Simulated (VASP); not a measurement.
# CsSnBr3 (Pm-3m) in VASP: notebook, part 3 of 3

VASP 6.6.1. The steps go on from the part before.

### Step 4. Single point, PBE

The input, INCAR:

```
SYSTEM = CsSnBr3
  ALGO = Normal
  EDIFF = 1E-6
  ENCUT = 500
  GGA = PE
  GGA_COMPAT = .FALSE.
  ISIF = 2
  ISMEAR = 0
  LASPH = .TRUE.
  LCHARG = .FALSE.
  LREAL = .FALSE.
  LWAVE = .FALSE.
  NBANDS = 30
  NELM = 120
  PREC = Accurate
  SIGMA = 0.05
```

The input, KPOINTS:

```
k-points
0
G
  4 4 4
  0 0 0
```

The input, POSCAR:

```
CsSnBr3
1.0
    5.8411490944      0.0000000000      0.0000000000
    0.0000000000      5.8411490944      0.0000000000
    0.0000000000      0.0000000000      5.8411490944
Cs Sn Br
1 1 3
Direct
    0.0000000000      0.0000000000      0.0000000000
    0.5000000000      0.5000000000      0.5000000000
    0.5000000000      0.5000000000      0.0000000000
    0.5000000000      0.0000000000      0.5000000000
    0.0000000000      0.5000000000      0.5000000000
```

Potentials or basis: VASP PAW PBE potentials, release 64 (Cs_sv, Sn_d, Br).

Run with:

```console
$ cat potpaw_PBE.64/Cs_sv/POTCAR potpaw_PBE.64/Sn_d/POTCAR potpaw_PBE.64/Br/POTCAR > POTCAR
$ mpirun -np 1 vasp_std > vasp.out
```

OUTCAR:

```text
SYSTEM = CsSnBr3
   EDIFF = 1E-6
   ENCUT = 500
   GGA = PE
   ISIF = 2
   ISMEAR = 0
   LASPH = .TRUE.
   LREAL = .FALSE.
   NELM = 120
   PREC = Accurate

 ion  position               nearest neighbor table
   1  0.000  0.000  0.000-
   2  0.500  0.500  0.500-   3 2.92   4 2.92   5 2.92   3 2.92   4 2.92   5 2.92
   3  0.500  0.500  0.000-   2 2.92   2 2.92
   4  0.500  0.000  0.500-   2 2.92   2 2.92
   5  0.000  0.500  0.500-   2 2.92   2 2.92

  LATTYP: Found a simple cubic cell.
 ALAT       =     5.8411490944

  Lattice vectors:

 A1 = (   5.8411490944,   0.0000000000,   0.0000000000)
 A2 = (   0.0000000000,   5.8411490944,   0.0000000000)
 A3 = (   0.0000000000,   0.0000000000,   5.8411490944)

Analysis of symmetry for initial positions (statically):
=====================================================================
 Subroutine PRICEL returns:
 Original cell was already a primitive cell.

 Routine SETGRP: Setting up the symmetry group for a
 simple cubic supercell.

 Subroutine GETGRP returns: Found 48 space group operations
 (whereof 48 operations were pure point group operations)
 out of a pool of 48 trial point group operations.

The static configuration has the point symmetry O_h .

Analysis of symmetry for dynamics (positions and initial velocities):
=====================================================================
 Subroutine PRICEL returns:
 Original cell was already a primitive cell.

 Routine SETGRP: Setting up the symmetry group for a
 simple cubic supercell.

 Subroutine GETGRP returns: Found 48 space group operations
 (whereof 48 operations were pure point group operations)
 out of a pool of 48 trial point group operations.

The dynamic configuration has the point symmetry O_h .

 Subroutine INISYM returns: Found 48 space group operations
[... 105 lines left out ...]
   IALGO  =     38    algorithm
   IMIX   =      4    mixing-type and parameters
     AMIX     =   0.40;   BMIX     =  1.00
     AMIX_MAG =   1.60;   BMIX_MAG =  1.00
  volume/ion in A,a.u.               =      39.86       268.98
  Fermi-wavevector in a.u.,A,eV,Ry     =   0.989451  1.869790 13.320272  0.979012
  Thomas-Fermi vector in A             =   2.121050
   LORBIT       =      0    0 simple, 1 ext, 2 COOP (PROOUT), +10 PAW based schemes
   GGA     = PE    functional components
   LHFCALC =     F    Hartree Fock is set to
   AEXX    =    0.0000 exact exchange contribution
   IVDW    =     0    specifies the selected vdW correction
   LEPSILON=     F    determine dielectric tensor
   LRPA    =     F    only Hartree local field effects (RPA)
 non-spin polarized calculation
 Gauss-broadening in eV      SIGMA  =   0.05
  energy-cutoff  :      500.00
  volume of cell :      199.29
 maximum number of plane-waves:      5088
 NGX is ok and might be reduce to    48
   NGX = 21   NGY = 21   NGZ = 21

 number of electron      44.0000007 magnetization

 Free energy of the ion-electron system (eV)
  ---------------------------------------------------
  ext. energy  EPLUGINS =         0.00000000
  ---------------------------------------------------
  free energy    TOTEN  =       -15.77660730 eV

  energy without entropy =      -15.77660730  energy(sigma->0) =      -15.77660730

 E-fermi :   2.4181     XC(G=0):  -7.6537

 val. band max:        2.1569934343   @ k =   0.5000   0.5000   0.5000
 cond. band min:       2.6591482443   @ k =   0.5000   0.5000   0.5000
 fundamental gap:      0.5021548100
 Fermi energy:         2.4180827271

 k-point     1 :       0.0000    0.0000    0.0000
  band No.  band energies     occupation
      1     -20.1037      2.00000
      2     -20.0545      2.00000
      3     -20.0545      2.00000
      4     -20.0283      2.00000
      5     -20.0283      2.00000
      6     -20.0283      2.00000
[... 319 lines left out ...]
     29       6.5038      0.00000
     30       7.7619      0.00000

------------------------ aborting loop because EDIFF is reached ----------------------------------------

  FORCE on cell =-STRESS in cart. coord.  units (eV):
  Direction    XX          YY          ZZ          XY          YZ          ZX
  --------------------------------------------------------------------------------------
  -------------------------------------------------------------------------------------
  Total        0.9126072      0.9126072      0.9126072      0.0000000      0.0000000      0.0000000
  in kB        7.3366805      7.3366805      7.3366805      0.0000000      0.0000000      0.0000000
  external PRESSURE =       7.3366805 kB  Pullay stress =       0.0000000 kB

 VOLUME and BASIS-vectors are now :
 -----------------------------------------------------------------------------
  energy-cutoff  :      500.00
  volume of cell :      199.29
      direct lattice vectors                 reciprocal lattice vectors
     5.841149094  0.000000000  0.000000000     0.171199191  0.000000000  0.000000000
     0.000000000  5.841149094  0.000000000     0.000000000  0.171199191  0.000000000
     0.000000000  0.000000000  5.841149094     0.000000000  0.000000000  0.171199191

 POSITION                                       TOTAL-FORCE (eV/Angst)
 -----------------------------------------------------------------------------------
      0.00000      0.00000      0.00000         0.000000      0.000000      0.000000
      2.92057      2.92057      2.92057         0.000000      0.000000      0.000000
      2.92057      2.92057      0.00000         0.000000      0.000000      0.000000
      2.92057      0.00000      2.92057         0.000000      0.000000      0.000000
      0.00000      2.92057      2.92057         0.000000      0.000000      0.000000
 -----------------------------------------------------------------------------------
    total drift:                                0.000000     -0.000000     -0.000000

  FREE ENERGIE OF THE ION-ELECTRON SYSTEM (eV)
  ---------------------------------------------------
  free  energy   TOTEN  =       -15.7766072952 eV

  energy  without entropy=      -15.7766072952  energy(sigma->0) =      -15.77660730
```

stdout:

```text
POSCAR found type information on POSCAR CsSnBr
 POSCAR found :  3 types and       5 ions
 scaLAPACK will be used
 LDA part: xc-table for (Slater+PW92), standard interpolation
 POSCAR, INCAR and KPOINTS ok, starting setup
 FFT: planning ... GRIDC
 FFT: planning ... GRID_SOFT
 FFT: planning ... GRID
 WAVECAR not read
 entering main loop
```

It took 96 s on 1 thread of Intel Xeon 8259CL, shared host; peak memory 0.34 GiB.

What came out:

```
Free energy            : -15.7766 eV
Pressure               : 0.7 GPa
Band gap on the k mesh : 0.50 eV
```

Levels at points of the mesh, in eV from the valence-band top:
```csv
k point,band 18,band 19,band 20,band 21,band 22,band 23,band 24,band 25,band 26,band 27
"(0.00, 0.00, 0.00)",-2.99,-2.99,-2.86,-2.86,-2.86,2.25,3.29,3.29,3.94,3.94
"(0.50, 0.00, 0.00)",-3.17,-3.13,-2.98,-2.98,-1.98,1.48,3.68,4.32,4.33,4.34
"(0.50, 0.50, 0.00)",-3.29,-3.25,-3.25,-2.51,-0.97,1.03,1.03,3.93,4.40,4.83
"(0.50, 0.50, 0.50)",-3.28,-2.49,-2.49,-2.49,0.00,0.50,0.50,0.50,3.74,4.35
```

Caveat: semilocal functionals underestimate gaps, and a narrow one can read as zero; spin-orbit coupling is left out, which moves the levels of the heavy elements. A k mesh can miss the band edges.

### Step 5. Single point, PBE

The input, INCAR:

```
PREC = Accurate
ENCUT = 500
EDIFF = 1E-6
ISMEAR = 1
SIGMA = 0.001
LREAL = False
LASPH = True
NELM = 120
ALGO = Normal
ISIF = 2
LWAVE = False
LCHARG = False
GGA = PE
NBANDS = 30
GGA_COMPAT = False
```

The input, KPOINTS:

```
regular mesh
0
Gamma
  4 4 4
```

POSCAR is that of step 4.

Run with:

```console
$ cat potpaw_PBE.64/Cs_sv/POTCAR potpaw_PBE.64/Sn_d/POTCAR potpaw_PBE.64/Br/POTCAR > POTCAR
$ mpirun -np 1 vasp_std > vasp.out
```

Run time: 1.7 min. Hardware: 1 thread of Intel Xeon 8259CL, shared host; peak memory 0.34 GiB.

The run converged. Its results:

- Free energy: -15.7766 eV
- Pressure: 0.7 GPa
- Band gap on the k mesh: 0.50 eV

Levels at points of the mesh, in eV from the valence-band top:
```csv
k point,band 19,band 20,band 21,band 22,band 23,band 24,band 25,band 26
"(0.00, 0.00, 0.00)",-2.99,-2.86,-2.86,-2.86,2.25,3.29,3.29,3.94
"(0.50, 0.00, 0.00)",-3.13,-2.98,-2.98,-1.98,1.48,3.68,4.32,4.33
"(0.50, 0.50, 0.00)",-3.25,-3.25,-2.51,-0.97,1.03,1.03,3.93,4.40
"(0.50, 0.50, 0.50)",-2.49,-2.49,-2.49,0.00,0.50,0.50,0.50,3.74
```

Caveat: semilocal functionals underestimate gaps, and a narrow one can read as zero; spin-orbit coupling is left out, which moves the levels of the heavy elements. A k mesh can miss the band edges.

### Step 6. The runs side by side

| smearing | gap on the mesh (eV) | pressure (GPa) |
| --- | --- | --- |
| gaussian 0.01 eV | 0.50 | 0.7 |
| gaussian 0.05 eV | 0.50 | 0.7 |
| methfessel-paxton 0.001 eV | 0.50 | 0.7 |

Alike in all rows: task single point; level PBE; potentials or basis VASP PAW PBE potentials, release 64 (Cs_sv, Sn_d, Br); no spin polarisation; cell as given; k mesh 4 × 4 × 4; cutoff (eV) 500.

Caveats: semilocal functionals underestimate gaps, and a narrow one can read as zero; spin-orbit coupling is left out, which moves the levels of the heavy elements.

Absolute energies hang on the potentials; compare differences alone.
